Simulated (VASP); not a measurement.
Here is a VASP 6.6.1 calculation.

File INCAR:

```
PREC = Accurate
ENCUT = 520
EDIFF = 1E-6
ISMEAR = 0
SIGMA = 0.1
LREAL = False
LASPH = True
NELM = 100
ALGO = Normal
ISIF = 2
LWAVE = False
LCHARG = False
GGA = PE
NBANDS = 50
```

KPOINTS

```
Automatic mesh
0
Gamma
  4 4 4
```

Contents of POSCAR:

```
Ba8H
1.0
    0.0000000000      6.2603075137      6.2603075137
    6.2603075137      0.0000000000      6.2603075137
    6.2603075137      6.2603075137      0.0000000000
Ba H
8 1
Direct
    0.0000000000      0.0000000000      0.0000000000
    0.0083283711      0.0083283711      0.4916716289
    0.0083283711      0.4916716289      0.0083283711
    0.0083283711      0.4916716289      0.4916716289
    0.4916716289      0.0083283711      0.0083283711
    0.4916716289      0.0083283711      0.4916716289
    0.4916716289      0.4916716289      0.0083283711
    0.5000000000      0.5000000000      0.5000000000
    0.2500000000      0.2500000000      0.2500000000
```

Potentials or basis: VASP PAW PBE potentials, release 64 (Ba_sv, H).

Command:

```console
$ cat potpaw_PBE.64/Ba_sv/POTCAR potpaw_PBE.64/H/POTCAR > POTCAR
$ mpirun -np 1 vasp_std > vasp.out
```

Problem. What does it give for the largest force?

Solution. 0.010 eV/Å.

Problem. What does it give for the band gap on the k mesh?

Solution. Zero (an odd number of electrons rules out a gap without spin polarisation).

Forces in eV/Å, atoms in the order of the input:
```
Ba   0.000  0.000  0.000
Ba   0.000  0.000 -0.010
Ba   0.000 -0.010  0.000
Ba   0.010  0.000  0.000
Ba  -0.010  0.000  0.000
Ba   0.000  0.010  0.000
Ba   0.000  0.000  0.010
Ba   0.000  0.000  0.000
H    0.000  0.000  0.000
```

Caveat: spin-orbit coupling is left out, which moves the levels of the heavy elements.
